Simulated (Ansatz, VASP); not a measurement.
Na4N in VASP and in Ansatz

```
Na N
1.0
    -2.80006    2.80006    2.80006
     2.80006   -2.80006    2.80006
     2.80006    2.80006   -2.80006
Na N
4 1
Direct
  0.50000 0.50000 0.50000
  0.50000 0.00000 0.00000
  0.00000 0.00000 0.50000
  0.00000 0.50000 0.00000
  0.00000 0.00000 0.00000
```

Change from the starting cell: species swapped into the Hg4Pt type (Im-3m, No. 229).

Alike in both runs: task single point; functional PBE; k mesh 4 × 4 × 4; occupations gaussian, width 0.1 eV; no spin polarisation.

|  | VASP | Ansatz |
| --- | --- | --- |
| version | VASP 6.6.1 | Ansatz 0.2.0 |
| potentials or method | VASP PAW PBE potentials, release 64 (Na_pv, N), cutoff 520 eV | scalar-relativistic, plane waves, PAW |
| valence electrons in the cell | 33 | 41 |

|  | VASP | Ansatz | Ansatz less VASP |
| --- | --- | --- | --- |
| gap on the k mesh at the Fermi level (eV) | none | none | - |
| pressure (GPa) | 7.6 | 7.5 | -0.09 |

A gap of «none» marks a metal or a gap that the smearing closes. VASP's potentials hold 33 valence electrons a cell and Ansatz's 41, so a difference there can come from the potentials and not from the codes.

The k mesh is coarse, so the values compare programs but aren't converged.
